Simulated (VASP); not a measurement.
# AlRu (P4mm) in VASP: notebook

The runs below take AlRu through single point, with LDA.

Program: VASP 6.6.1. These are calculated values, not measurements. Logs are shortened: lines on timing, memory, paths and dates and some standing lists are left out, and cuts for length are marked.

## Step 1: The cell of the first run

The structure is tetragonal, space group P4mm (No. 99). Conventional cell: a = 2.992 Å, b = 2.992 Å, c = 2.992 Å, α = 90.00°, β = 90.00°, γ = 90.00°. Al (site symmetry 4mm) has 8 Ru at 2.53 to 2.65 Å and 6 Al at 2.99 Å within 3.3 Å. Within 3.3 Å of Ru (site symmetry 4mm) lie 8 Al at 2.53 to 2.65 Å and 6 Ru at 2.99 Å.

## Step 2: Single point, LDA (all Al atoms moved -0.100 Å, as atom 1 along Cartesian [0 1 0])

Input file INCAR:

```
PREC = Accurate
ENCUT = 520
EDIFF = 1E-7
ISMEAR = 0
SIGMA = 0.15
LREAL = F
LASPH = T
NELM = 60
ALGO = Fast
ISIF = 2
LWAVE = F
LCHARG = F
GGA = CA
NBANDS = 16
```

Input file KPOINTS:

```
Automatic mesh
0
Gamma
  16 16 16
```

Input file POSCAR:

```
AlRu
1.0
    2.9916000000      0.0000000000      0.0000000000
    0.0000000000      2.9916000000      0.0000000000
    0.0000000000      0.0000000000      2.9916000000
Al Ru
1 1
Direct
    0.0000000000     -0.0334269287      0.0000000000
    0.5000000000      0.5000000000      0.5000000000
```

Potentials or basis: VASP PAW LDA potentials, release 64 (Al, Ru_pv).

The run is started by

```console
cat potpaw_LDA.64/Al/POTCAR potpaw_LDA.64/Ru_pv/POTCAR > POTCAR
mpirun -np 1 vasp_std > vasp.out
```

OUTCAR:

```text
PREC = Accurate
   ENCUT = 520
   EDIFF = 1E-7
   ISMEAR = 0
   LREAL = F
   LASPH = T
   NELM = 60
   ISIF = 2
   GGA = CA

 ion  position               nearest neighbor table
   1  0.000  0.967  0.000-   2 2.53   2 2.53   2 2.53   2 2.53   2 2.65   2 2.65   2 2.65   2 2.65

   2  0.500  0.500  0.500-   1 2.53   1 2.53   1 2.53   1 2.53   1 2.65   1 2.65   1 2.65   1 2.65

  LATTYP: Found a simple cubic cell.
 ALAT       =     2.9916000000

  Lattice vectors:

 A1 = (   2.9916000000,   0.0000000000,   0.0000000000)
 A2 = (   0.0000000000,   2.9916000000,   0.0000000000)
 A3 = (   0.0000000000,   0.0000000000,   2.9916000000)

Analysis of symmetry for initial positions (statically):
=====================================================================
 Subroutine PRICEL returns:
 Original cell was already a primitive cell.

 Routine SETGRP: Setting up the symmetry group for a
 simple cubic supercell.

 Subroutine GETGRP returns: Found  8 space group operations
 (whereof  8 operations were pure point group operations)
 out of a pool of 48 trial point group operations.

The static configuration has the point symmetry C_4v.

Analysis of symmetry for dynamics (positions and initial velocities):
=====================================================================
 Subroutine PRICEL returns:
 Original cell was already a primitive cell.

 Routine SETGRP: Setting up the symmetry group for a
 simple cubic supercell.

 Subroutine GETGRP returns: Found  8 space group operations
 (whereof  8 operations were pure point group operations)
 out of a pool of 48 trial point group operations.

The dynamic configuration has the point symmetry C_4v.

 Subroutine INISYM returns: Found  8 space group operations
 (whereof  8 operations are pure point group operations),
 and found     1 'primitive' translations

----------------------------------------------------------------------------------------

                                     Primitive cell

  volume of cell :      26.7738

  direct lattice vectors                    reciprocal lattice vectors
     2.991600000  0.000000000  0.000000000     0.334269287  0.000000000  0.000000000
     0.000000000  2.991600000  0.000000000     0.000000000  0.334269287  0.000000000
     0.000000000  0.000000000  2.991600000     0.000000000  0.000000000  0.334269287

  length of vectors
     2.991600000  2.991600000  2.991600000     0.334269287  0.334269287  0.334269287

  position of ions in fractional coordinates (direct lattice)
     0.000000000  0.966573071  0.000000000
     0.500000000  0.500000000  0.500000000

  ion indices of the primitive-cell ions
   primitive index   ion index
                 1           1
                 2           2

----------------------------------------------------------------------------------------

 KPOINTS: Automatic mesh

Automatic generation of k-mesh.
 Grid dimensions read from file:
 generate k-points for:   16   16   16

 Generating k-lattice:

  Cartesian coordinates                     Fractional coordinates (reciprocal lattice)
     0.020891830  0.000000000  0.000000000     0.062500000  0.000000000  0.000000000
     0.000000000  0.020891830  0.000000000     0.000000000  0.062500000  0.000000000
     0.000000000  0.000000000  0.020891830     0.000000000  0.000000000  0.062500000

  Length of vectors
     0.020891830  0.020891830  0.020891830

  Shift w.r.t. Gamma in fractional coordinates (k-lattice)
     0.000000000  0.000000000  0.000000000

 Subroutine IBZKPT returns following result:
 ===========================================

 Found    405 irreducible k-points:

 Following reciprocal coordinates:
            Coordinates               Weight
  0.000000  0.000000  0.000000      1.000000
  0.062500  0.000000  0.000000      4.000000
  0.000000  0.062500  0.000000      2.000000
  0.125000  0.000000  0.000000      4.000000
  0.000000  0.125000  0.000000      2.000000
  0.187500  0.000000  0.000000      4.000000
[... 16 lines left out ...]
  0.187500  0.062500  0.000000      8.000000
  0.000000  0.187500  0.062500      8.000000
 [... further k-points ...]
   k-points           NKPTS =    405   k-points in BZ     NKDIM =    405   number of bands    NBANDS=     16
   number of dos      NEDOS =    301   number of ions     NIONS =      2
   total plane-waves  NPLWV =  13824
   dimension x,y,z NGX =    24 NGY =   24 NGZ =   24
   dimension x,y,z NGXF=    48 NGYF=   48 NGZF=   48
   ions per type =               1   1
   NGX,Y,Z   is equivalent  to a cutoff of  13.34, 13.34, 13.34 a.u.
   NGXF,Y,Z  is equivalent  to a cutoff of  26.67, 26.67, 26.67 a.u.
 SYSTEM =  unknown system
   PREC   = accura    normal or accurate (medium, high low for compatibility)
   ISTART =      0    job   : 0-new  1-cont  2-samecut
   ICHARG =      2    charge: 1-file 2-atom 10-const
   ISPIN  =      1    spin polarized calculation?
   LNONCOLLINEAR =      F non collinear calculations
   LSORBIT =      F    spin-orbit coupling
   LASPH  =      T    aspherical Exc in radial PAW
   ENCUT  =  520.0 eV  38.22 Ry    6.18 a.u.   5.56  5.56  5.56*2*pi/ulx,y,z
   NELM   =     60;   NELMIN=  2; NELMDL= -5     # of ELM steps
   EDIFF  = 0.1E-06   stopping-criterion for ELM
   LREAL  =      F    real-space projection
   EDIFFG = 0.1E-05   stopping-criterion for IOM
   NSW    =      0    number of steps for IOM
   IBRION =     -1    ionic relax: 0-MD 1-quasi-New 2-CG
   NFREE  =      0    steps in history (QN), initial steepest desc. (CG)
   ISIF   =      2    stress and relaxation
   ISYM   =      2    0-nonsym 1-usesym 2-fastsym
   POTIM  = 0.5000    time-step for ionic-motion
   TEBEG  =    0.0;   TEEND  =   0.0 temperature during run
   PSTRESS=    0.0 pullay stress
   NELECT =      17.0000    total number of electrons
   NUPDOWN=      -1.0000    fix difference up-down
   EMIN   =  10.00;   EMAX   =-10.00  energy-range for DOS
   EFERMI =   0.00;   METHOD = LEGACY
   ISMEAR =     0;   SIGMA  =   0.15  broadening in eV -4-tet -1-fermi 0-gaus
   EFERMI_NEDOS =   21; number of points for ismear=-14 and -15
   IALGO  =     68    algorithm
   IMIX   =      4    mixing-type and parameters
     AMIX     =   0.40;   BMIX     =  1.00
     AMIX_MAG =   1.60;   BMIX_MAG =  1.00
  volume/ion in A,a.u.               =      13.39        90.34
  Fermi-wavevector in a.u.,A,eV,Ry     =   1.407087  2.659009 26.938090  1.979894
  Thomas-Fermi vector in A             =   2.529382
   LORBIT       =      0    0 simple, 1 ext, 2 COOP (PROOUT), +10 PAW based schemes
   GGA     = CA    functional components
   LHFCALC =     F    Hartree Fock is set to
   AEXX    =    0.0000 exact exchange contribution
   IVDW    =     0    specifies the selected vdW correction
   LEPSILON=     F    determine dielectric tensor
   LRPA    =     F    only Hartree local field effects (RPA)
 non-spin polarized calculation
 RMM-DIIS sequential band-by-band and
 Gauss-broadening in eV      SIGMA  =   0.15
  energy-cutoff  :      520.00
  volume of cell :       26.77
 maximum number of plane-waves:       739
 NGX is ok and might be reduce to    24
   NGX = 11   NGY = 11   NGZ = 11

 number of electron      16.9999995 magnetization

 Free energy of the ion-electron system (eV)
  ---------------------------------------------------
  ext. energy  EPLUGINS =         0.00000000
  ---------------------------------------------------
  free energy    TOTEN  =       -16.13138925 eV

  energy without entropy =      -16.11220034  energy(sigma->0) =      -16.12179479

 E-fermi :  10.5247     XC(G=0): -12.7897

 val. band max:       10.5195097516   @ k =   0.1250   0.0000   0.2500
 cond. band min:      10.5288058920   @ k =   0.3750   0.1250   0.0625
 fundamental gap:      0.0092961404
 Fermi energy:        10.5246896267

 k-point     1 :       0.0000    0.0000    0.0000
  band No.  band energies     occupation
      1     -31.0567      2.00000
      2     -31.0567      2.00000
      3     -31.0548      2.00000
      4       0.8570      2.00000
      5       6.9043      2.00000
      6       6.9120      2.00000
[... 8 lines left out ...]
     15      22.1947      0.00000
     16      25.3424      0.00000

 k-point     2 :       0.0625    0.0000    0.0000
  band No.  band energies     occupation
      1     -31.0649      2.00000
      2     -31.0560      2.00000
      3     -31.0541      2.00000
      4       0.9323      2.00000
      5       6.9315      2.00000
      6       6.9387      2.00000
[... 8 lines left out ...]
     15      22.1950      0.00000
     16      25.5794      0.00000

 k-point     3 :       0.0000    0.0625    0.0000
  band No.  band energies     occupation
      1     -31.0630      2.00000
      2     -31.0560      2.00000
      3     -31.0560      2.00000
      4       0.9321      2.00000
      5       6.9303      2.00000
      6       6.9396      2.00000
[... 8 lines left out ...]
     15      22.1950      0.00000
     16      25.5727      0.00000

 k-point     4 :       0.1250    0.0000    0.0000
  band No.  band energies     occupation
      1     -31.0884      2.00000
      2     -31.0540      2.00000
      3     -31.0521      2.00000
      4       1.1555      2.00000
      5       7.0003      2.00000
      6       7.0133      2.00000
[... 8 lines left out ...]
     15      22.4327      0.00000
     16      26.3273      0.00000
[... 324 lines left out ...]
 k-point    22 :       0.0625    0.0000    0.1250
  band No.  band energies     occupation
      1     -31.0876      2.00000
      2     -31.0622      2.00000
      3     -31.0514      2.00000
      4       1.2291      2.00000
      5       7.0320      2.00000
      6       7.0394      2.00000
[... 8 lines left out ...]
     15      22.5306      0.00000
     16      26.4866      0.00000

 k-point    23 :       0.1875    0.0625    0.0000
  band No.  band energies     occupation
      1     -31.1225      2.00000
      2     -31.0572      2.00000
      3     -31.0504      2.00000
      4       1.5897      2.00000
      5       7.0875      2.00000
      6       7.1602      2.00000
[... 8 lines left out ...]
     15      23.0917      0.00000
     16      27.4518      0.00000

 k-point    24 :       0.0000    0.1875    0.0625
  band No.  band energies     occupation
      1     -31.1204      2.00000
      2     -31.0592      2.00000
      3     -31.0504      2.00000
      4       1.5880      2.00000
      5       7.0927      2.00000
      6       7.1525      2.00000
[... 8 lines left out ...]
     15      23.1361      0.00000
     16      27.4136      0.00000

 [... further k-points ...]

------------------------ aborting loop because EDIFF is reached ----------------------------------------

  FORCE on cell =-STRESS in cart. coord.  units (eV):
  Direction    XX          YY          ZZ          XY          YZ          ZX
  --------------------------------------------------------------------------------------
  -------------------------------------------------------------------------------------
  Total       -1.0984379     -1.2197802     -1.0984379      0.0000000      0.0000000      0.0000000
  in kB      -65.7317992    -72.9930617    -65.7317992      0.0000000      0.0000000      0.0000000
  external PRESSURE =     -68.1522200 kB  Pullay stress =       0.0000000 kB

 VOLUME and BASIS-vectors are now :
 -----------------------------------------------------------------------------
  energy-cutoff  :      520.00
  volume of cell :       26.77
      direct lattice vectors                 reciprocal lattice vectors
     2.991600000  0.000000000  0.000000000     0.334269287  0.000000000  0.000000000
     0.000000000  2.991600000  0.000000000     0.000000000  0.334269287  0.000000000
     0.000000000  0.000000000  2.991600000     0.000000000  0.000000000  0.334269287

 POSITION                                       TOTAL-FORCE (eV/Angst)
 -----------------------------------------------------------------------------------
      0.00000      2.89160      0.00000        -0.000000      0.719170      0.000000
      1.49580      1.49580      1.49580         0.000000     -0.719170     -0.000000
 -----------------------------------------------------------------------------------
    total drift:                                0.000000      0.000040      0.000000

  FREE ENERGIE OF THE ION-ELECTRON SYSTEM (eV)
  ---------------------------------------------------
  free  energy   TOTEN  =       -16.1313892521 eV

  energy  without entropy=      -16.1122003377  energy(sigma->0) =      -16.12179479
```

Run time: 48 s. Hardware: 1 thread of Intel Xeon 6975P-C (Granite Rapids), shared host; peak memory 0.26 GiB.

What came out:

```
Free energy            : -16.1314 eV
Pressure               : -6.8 GPa
Largest force          : 0.719 eV/Å
Band gap on the k mesh : zero (an odd number of electrons rules out a gap without spin polarisation)
```

Forces on the atoms (eV/Å):
```
Al   0.000  0.719  0.000
Ru   0.000 -0.719  0.000
```

Caveat: the cell differs from its parent crystal (all Al atoms moved -0.100 Å, as atom 1 along Cartesian [0 1 0]); the cell stands under tension.

## Step 3: Single point, LDA (all Al atoms moved +0.075 Å, as atom 1 along Cartesian [0 1 0])

Input file INCAR:

```
SYSTEM = AlRu
PREC     = Accurate       ! precision mode
ENCUT    = 520            ! plane-wave cutoff, eV
EDIFF    = 1E-6           ! SCF threshold, eV
ISMEAR   = 0              ! smearing method
SIGMA    = 0.15           ! smearing width, eV
LREAL    = .FALSE.        ! projectors in reciprocal space
LASPH    = .TRUE.         ! aspherical terms in the spheres
NELM     = 100            ! most SCF steps
ALGO     = Fast           ! electronic algorithm
ISIF     = 2              ! what is computed and relaxed
LWAVE    = .FALSE.        ! write WAVECAR
LCHARG   = .FALSE.        ! write CHGCAR
GGA      = CA             ! functional
NBANDS   = 16             ! bands
```

Input file KPOINTS:

```
Automatic mesh
0
G
  16 16 16
  0 0 0
```

Edit POSCAR of step 2 so:

```diff
@@ -8,3 +8,3 @@
 Direct
-    0.0000000000     -0.0334269287      0.0000000000
+    0.0000000000      0.0250701966      0.0000000000
     0.5000000000      0.5000000000      0.5000000000
```

Potentials or basis: VASP PAW LDA potentials, release 64 (Al, Ru_pv).

The run is started by

```console
cat potpaw_LDA.64/Al/POTCAR potpaw_LDA.64/Ru_pv/POTCAR > POTCAR
mpirun -np 1 vasp_std > vasp.out
```

OUTCAR:

```text
SYSTEM = AlRu
   PREC = Accurate
   ENCUT = 520
   EDIFF = 1E-6
   ISMEAR = 0
   LREAL = .FALSE.
   LASPH = .TRUE.
   NELM = 100
   ISIF = 2
   GGA = CA

 ion  position               nearest neighbor table
   1  0.000  0.025  0.000-   2 2.55   2 2.55   2 2.55   2 2.55   2 2.63   2 2.63   2 2.63   2 2.63

   2  0.500  0.500  0.500-   1 2.55   1 2.55   1 2.55   1 2.55   1 2.63   1 2.63   1 2.63   1 2.63

  LATTYP: Found a simple cubic cell.
 ALAT       =     2.9916000000

  Lattice vectors:

 A1 = (   2.9916000000,   0.0000000000,   0.0000000000)
[... 645 lines left out ...]

  FORCE on cell =-STRESS in cart. coord.  units (eV):
  Direction    XX          YY          ZZ          XY          YZ          ZX
  --------------------------------------------------------------------------------------
  -------------------------------------------------------------------------------------
  Total       -1.1939094     -1.2622465     -1.1939094      0.0000000      0.0000000      0.0000000
  in kB      -71.4449231    -75.5342979    -71.4449231      0.0000000      0.0000000      0.0000000
  external PRESSURE =     -72.8080481 kB  Pullay stress =       0.0000000 kB

 VOLUME and BASIS-vectors are now :
 -----------------------------------------------------------------------------
  energy-cutoff  :      520.00
  volume of cell :       26.77
      direct lattice vectors                 reciprocal lattice vectors
     2.991600000  0.000000000  0.000000000     0.334269287  0.000000000  0.000000000
     0.000000000  2.991600000  0.000000000     0.000000000  0.334269287  0.000000000
     0.000000000  0.000000000  2.991600000     0.000000000  0.000000000  0.334269287

 POSITION                                       TOTAL-FORCE (eV/Angst)
 -----------------------------------------------------------------------------------
      0.00000      0.07500      0.00000         0.000000     -0.539727      0.000000
      1.49580      1.49580      1.49580        -0.000000      0.539727     -0.000000
 -----------------------------------------------------------------------------------
    total drift:                                0.000000     -0.000698     -0.000000

  FREE ENERGIE OF THE ION-ELECTRON SYSTEM (eV)
  ---------------------------------------------------
  free  energy   TOTEN  =       -16.1471291220 eV

  energy  without entropy=      -16.1279704815  energy(sigma->0) =      -16.13754980
```

OSZICAR:

```text
N       E                     dE             d eps       ncg     rms          rms(c)
DAV:   1     0.114821344857E+03    0.11482E+03   -0.91572E+03 13296   0.987E+02
DAV:   2    -0.149185320225E+02   -0.12974E+03   -0.12346E+03 15216   0.293E+02
DAV:   3    -0.168258423752E+02   -0.19073E+01   -0.19014E+01 16712   0.371E+01
DAV:   4    -0.168377440892E+02   -0.11902E-01   -0.11885E-01 16000   0.313E+00
DAV:   5    -0.168378736017E+02   -0.12951E-03   -0.12934E-03 15592   0.309E-01    0.123E+01
RMM:   6    -0.162473007826E+02    0.59057E+00   -0.20023E+00 13236   0.110E+01    0.239E+00
RMM:   7    -0.161671802486E+02    0.80121E-01   -0.13360E-01 13426   0.298E+00    0.203E+00
RMM:   8    -0.161474389965E+02    0.19741E-01   -0.19786E-02 14158   0.946E-01    0.194E-01
RMM:   9    -0.161471472860E+02    0.29171E-03   -0.14162E-03 14799   0.307E-01    0.125E-01
RMM:  10    -0.161471298966E+02    0.17389E-04   -0.19435E-04 15524   0.133E-01    0.375E-02
RMM:  11    -0.161471298605E+02    0.36094E-07   -0.50857E-05 15484   0.601E-02    0.201E-02
RMM:  12    -0.161471287235E+02    0.11370E-05   -0.10208E-05 15079   0.286E-02    0.907E-03
RMM:  13    -0.161471291220E+02   -0.39851E-06   -0.21568E-06 12369   0.134E-02
   1 F= -.16147129E+02 E0= -.16137550E+02  d E =-.191586E-01
```

It took 44 s on 1 thread of Intel Xeon 6975P-C (Granite Rapids), shared host; peak memory 0.26 GiB.

Results:

| Property | Result |
| --- | --- |
| Free energy | -16.1471 eV |
| Pressure | -7.3 GPa |
| Largest force | 0.540 eV/Å |
| Band gap on the k mesh | zero (an odd number of electrons rules out a gap without spin polarisation) |

Forces in eV/Å, atoms in the order of the input:
```
Al   0.000 -0.540  0.000
Ru   0.000  0.540  0.000
```

Levels at points of the mesh, in eV from the Fermi level:
| k point | band 5 | band 6 | band 7 | band 8 | band 9 | band 10 | band 11 | band 12 | band 13 | band 14 |
| --- | --- | --- | --- | --- | --- | --- | --- | --- | --- | --- |
| (0.00, 0.00, 0.00) | -3.62 | -3.61 | 0.16 | 0.17 | 0.17 | 6.02 | 6.02 | 6.02 | 11.03 | 11.04 |
| (0.50, 0.00, 0.00) | -5.48 | -2.82 | -1.63 | -1.62 | 0.42 | 2.25 | 7.49 | 10.98 | 11.00 | 12.41 |
| (0.00, 0.50, 0.00) | -5.45 | -2.83 | -1.62 | -1.62 | 0.42 | 2.25 | 7.50 | 10.95 | 10.95 | 12.65 |
| (0.50, 0.50, 0.00) | -3.13 | -1.35 | -1.33 | -1.19 | -1.18 | 1.49 | 5.25 | 6.20 | 10.46 | 11.67 |
| (0.50, 0.00, 0.50) | -3.10 | -1.43 | -1.43 | -1.09 | -1.09 | 1.49 | 5.24 | 6.18 | 10.51 | 11.67 |
| (0.50, 0.50, 0.50) | -4.63 | -4.63 | 1.59 | 1.59 | 2.46 | 4.11 | 4.11 | 4.13 | 8.57 | 8.57 |

Caveat: the cell differs from its parent crystal (all Al atoms moved +0.075 Å, as atom 1 along Cartesian [0 1 0]); the cell stands under tension.

[end of part 1 of 2]
